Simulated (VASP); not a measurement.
The system is Cs2Zn.

```
Cs Zn
1.0
     5.77728    0.00000    0.00000
    -2.88864    5.00327    0.00000
     0.00000    0.00000    3.67256
Cs Zn
2 1
Direct
  0.33333 0.66667 0.50000
  0.66667 0.33333 0.50000
  0.00000 0.00000 0.00000
```

| Quantity | Value |
| --- | --- |
| Program | VASP 6.6.1 |
| Task | relaxation of cell and atoms |
| Functional | PBE |
| Potentials or basis | VASP PAW PBE potentials, release 64 (Cs_sv, Zn) |
| Cutoff | 600 eV |
| k mesh | 3 × 3 × 6 |
| Occupations | gaussian, width 0.1 eV |
| Spin | no spin polarisation |

At the start: pressure 5.4 GPa; volume 35.39 Å³/atom.

**Question.** How do energy, volume and symmetry change on relaxing?

**Answer.** Over 11 steps the energy falls by 245.1 meV/atom and the volume is 65.35 Å³/atom (+84.7 %); space group P6/mmm (No. 191, to 0.1 Å) before and after.

The path:
```csv
step,energy change (eV),largest force (eV/Å),pressure (GPa),volume (Å³)
1,0.0000,0.0000,5.40,106.16
2,-0.4192,0.0000,2.06,125.55
3,-0.5849,0.0000,1.20,142.23
4,-0.6896,0.0000,0.07,179.82
5,-0.6896,0.0000,0.08,178.09
6,-0.7077,0.0000,0.08,180.26
7,-0.7309,0.0000,0.12,185.61
8,-0.7317,0.0000,0.12,187.00
9,-0.7318,0.0000,0.12,186.76
10,-0.7339,0.0000,0.08,190.24
11,-0.7352,0.0000,0.00,196.05
```

Final structure:
```
CELL_PARAMETERS angstrom
6.96987 0.00000 0.00000
-3.48493 6.03608 0.00000
0.00000 0.00000 4.66007
ATOMIC_POSITIONS crystal
Cs 0.33333 0.66667 0.50000
Cs 0.66667 0.33333 0.50000
Zn 0.00000 0.00000 0.00000
```

Caveat: the k points lie up to 0.35 Å⁻¹ apart in the final cell, too coarse for converged energies and pressures of a metal; the volume moved by over 15 % at a fixed basis, so the end points are rough.
